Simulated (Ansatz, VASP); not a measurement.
**Hf2C5: VASP beside Ansatz**

```
Hf C
1.0
     3.44775   -3.43290    0.26952
     3.44775    3.43290    0.26952
    -1.30974    0.00000    3.04680
Hf C
2 5
Direct
  0.24818 0.24818 0.73475
  0.75182 0.75182 0.26525
  0.00000 0.00000 0.00000
  0.76214 0.37554 0.68954
  0.62446 0.23786 0.31046
  0.23786 0.62446 0.31046
  0.37554 0.76214 0.68954
```

Change from the starting cell: species swapped into the Rb2Te5 type (C2/m, No. 12).

Alike in both runs: functional PBE; k mesh 3 × 3 × 4; occupations gaussian, width 0.2 eV; no spin polarisation.

Ansatz relaxed the structure, and its values are those at the end. VASP's run is a single point on that final structure, the one shown.

|  | VASP | Ansatz |
| --- | --- | --- |
| version | VASP 6.6.1 | Ansatz 0.2.0 |
| potentials or method | VASP PAW PBE potentials, release 64 (Hf_pv, C), cutoff 520 eV | scalar-relativistic, plane waves, PAW |
| valence electrons in the cell | 40 | 72 |

Ansatz gave:

- gap on the k mesh at the Fermi level (eV): none
- pressure (GPa): -0.2
- rms of the force components (eV/Å): 0.027

Task: Estimate VASP's values.

Result: gap on the k mesh at the Fermi level (eV): none; pressure (GPa): -0.9; rms of the force components (eV/Å): 0.040.

A gap of «none» marks a metal or a gap that the smearing closes. VASP's potentials hold 40 valence electrons a cell and Ansatz's 72, so a difference there can come from the potentials and not from the codes.

The k mesh is coarse, so the values compare programs but aren't converged. Spin-orbit coupling is off throughout.
